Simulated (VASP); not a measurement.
Here is a VASP 6.6.1 calculation.

Contents of INCAR:

```
PREC = Accurate
ENCUT = 520
EDIFF = 1E-7
ISMEAR = 0
SIGMA = 0.1
LREAL = F
LASPH = T
NELM = 100
ALGO = Normal
ISIF = 2
LWAVE = F
LCHARG = F
LDIPOL = T
IDIPOL = 3
DIPOL = 0.5 0.5 0.275
GGA = PE
IVDW = 12
NBANDS = 35
```

KPOINTS

```
regular mesh
0
Gamma
  14 14 1
```

File POSCAR:

```
SnO2
1.0
    2.8049263041      0.0000000000      0.0000000000
    0.0000000000      2.8049263041      0.0000000000
    0.0000000000      0.0000000000     38.1727281784
Sn O
2 4
Direct
    0.0000000000      1.0000000000      0.2061673941
    0.0000000000      1.0000000000      0.3439635765
    0.5000000000      0.5000000000      0.2374812484
    0.5000000000      0.5000000000      0.1750378447
    0.5000000000      0.5000000000      0.3750931259
    0.5000000000      0.5000000000      0.3126497221
```

Potentials or basis: VASP PAW PBE potentials, release 64 (Sn_d, O).

The run is started by

```console
$ cat potpaw_PBE.64/Sn_d/POTCAR potpaw_PBE.64/O/POTCAR > POTCAR
$ mpirun -np 1 vasp_std > vasp.out
```

Task: Estimate the dispersion energy per atom.

Result: -0.156 eV.

Task: Estimate the largest force.

Result: 0.036 eV/Å.

Task: What does it give for the band gap on the k mesh?

Result: Zero (band 26 reaches -4.26 eV, above the bottom of band 27 at -4.63 eV).

Forces in eV/Å, atoms in the order of the input:
```
Sn   0.000  0.000 -0.004
Sn   0.000  0.000  0.004
O    0.000  0.000  0.036
O    0.000  0.000 -0.032
O    0.000  0.000  0.032
O    0.000  0.000 -0.036
```

Caveat: spin-orbit coupling is left out, which moves the levels of the heavy elements.
